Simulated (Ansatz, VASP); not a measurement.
## NaH: VASP beside Ansatz

```
Na H
1.0
     5.70064    0.00000    0.00000
    -2.85032    4.93690    0.00000
     0.00000    0.00000    3.26017
Na H
3 3
Cartesian
  0.0000 0.0000 0.0000
  0.0000 3.2913 1.6301
  2.8503 1.6456 1.6301
  2.8503 0.0000 0.0000
  1.4252 2.4684 0.0000
  -1.4252 2.4684 0.0000
```

Change from the starting cell: species swapped into the TaN type (P6/mmm, No. 191).

Alike in both runs: task relaxation of cell and atoms; functional PBE; k mesh 6 × 6 × 8; occupations gaussian, width 0.02 eV; no spin polarisation.

|  | VASP | Ansatz |
| --- | --- | --- |
| version | VASP 6.6.1 | Ansatz 0.2.0 |
| potentials or method | VASP PAW PBE potentials, release 64 (Na_pv, H), cutoff 600 eV | scalar-relativistic, plane waves, PAW |
| valence electrons in the cell | 24 | 30 |

|  | VASP | Ansatz | Ansatz less VASP |
| --- | --- | --- | --- |
| gap on the k mesh at the Fermi level, each at its own relaxed structure (eV) | 1.13 | 1.13 | +0.002 |
| relaxed volume (Å³/atom) | 15.49 | 15.47 | -0.019 |
| relaxed length of the cell vector where the two differ most in proportion (Å) | 3.270 | 3.267 | -0.0027 |

VASP's potentials hold 24 valence electrons a cell and Ansatz's 30, so a difference there can come from the potentials and not from the codes.
